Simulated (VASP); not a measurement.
Set up this calculation in VASP 6.6.1, as the native input.

```
Task                   : relaxation of cell and atoms
Functional             : RPBE
Dispersion             : D4
Potentials or basis    : VASP PAW PBE potentials, release 64 (Pb_d, S)
Cutoff                 : 600 eV
k mesh                 : 8 × 8 × 8
Occupations            : fermi-dirac, width 0.05 eV
Spin                   : no spin polarisation
Dipole correction      : no
Further INCAR settings : ALGO = Normal; EDIFF = 1e-06; IBRION = 2; EDIFFG = -0.02; NSW = 80; ISIF = 3
```

The structure of PbS (Galena) lies in POSCAR:

```
PbS
1.0
    0.0000000000      2.9657500000      2.9657500000
    2.9657500000      0.0000000000      2.9657500000
    2.9657500000      2.9657500000      0.0000000000
Pb S
1 1
Direct
    0.0000000000      0.0000000000      0.0000000000
    0.5000000000      0.5000000000      0.5000000000
```

One way to write it, as run:

INCAR

```
ALGO = Normal ; EDIFF = 1E-6
EDIFFG = -0.02 ; ENCUT = 600
GGA = RP ; IBRION = 2
ISIF = 3 ; ISMEAR = -1
IVDW = 13 ; LASPH = True
LCHARG = False ; LREAL = False
LWAVE = False ; NELM = 100
NSW = 80 ; PREC = Accurate
SIGMA = 0.05
```

KPOINTS

```
k-points
0
Gamma
  8 8 8
```

Potentials or basis: VASP PAW PBE potentials, release 64 (Pb_d, S).

Run with:

```sh
$ cat potpaw_PBE.64/Pb_d/POTCAR potpaw_PBE.64/S/POTCAR > POTCAR
$ mpirun -np 1 vasp_std > vasp.out
```

Results of the run:

```json
{
 "Relaxed volume": "26.24 Å³/atom",
 "Relaxed cell": "a = 4.203 Å, b = 4.203 Å, c = 4.203 Å, α = 60.00°, β = 60.00°, γ = 60.00°",
 "Space group after relaxing (to 0.05 Å)": "Fm-3m (No. 225)",
 "Energy gained by relaxing": "0.1 meV/atom",
 "Ionic steps": "2",
 "Pressure after relaxing": "-0.1 GPa",
 "Band gap on the k mesh": "0.48 eV, direct",
 "Dispersion energy per atom": "-0.709 eV"
}
```

Caveat: the PAW data sets were made with another functional, which shifts forces and pressure a little; spin-orbit coupling is left out, which moves the levels of the heavy elements.

Wall time 18 s on 1 thread of Intel(R) Xeon(R) 6975P-C (Granite Rapids), with other jobs on the host, peak memory 0.21 GiB.
